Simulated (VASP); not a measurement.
Runs of VASP 6.6.1 on Zn5Ga3N3O5. The typed cell holds 16 atoms: a = 6.429 Å, b = 5.567 Å, c = 5.205 Å, α = 90.00°, β = 90.00°, γ = 90.00°. 

| level | potentials or basis | k mesh | smearing | grid for exact exchange (PRECFOCK) | gap on the mesh (eV) | pressure (GPa) | largest force (eV/Å) |
| --- | --- | --- | --- | --- | --- | --- | --- |
| PBEsol | VASP PAW PBE potentials, release 64 (Ga_d, Zn, O, N) | 1 × 1 × 2 | fermi-dirac 0.05 eV | - | 0.07 | (b) | 7.42 |
| HF | VASP PAW PBE potentials, release 64 (Ga_d, Zn, O, N) | 1 × 1 × 1, shifted | gaussian 0.05 eV | Fast | (c) | 4.7 | (a) |
| PBEsol | VASP PAW PBE potentials, release 64 (Ga_d, Zn, O, N) | 1 × 1 × 1, shifted | methfessel-paxton 0.05 eV | - | 1.96 | 6.2 | 7.49 |
| LDA | VASP PAW LDA potentials, release 64 (Ga_d, Zn, O, N) | 1 × 1 × 1, shifted | fermi-dirac 0.05 eV | - | 1.95 | 1.2 | 7.39 |
| PBEsol | VASP PAW PBE potentials, release 64 (Ga_d, Zn, O, N) | 1 × 1 × 1, shifted | fermi-dirac 0.05 eV | - | 1.95 | 6.2 | 7.49 |

Alike in all rows: task single point; no spin polarisation; cell as given; cutoff (eV) 520.

Q: Fill in the values left out.

A: (a) 9.01; (b) 6.9; (c) 12.34.

Caveats: all runs use coarse meshes; the PAW data sets were made with another functional, which shifts forces and pressure a little (some runs); forces of over 1 eV/Å act on the atoms, so gaps and moduli don't describe the material at rest (some runs).

A k mesh can miss the band edges, and the runs leave out spin-orbit coupling on Ga.
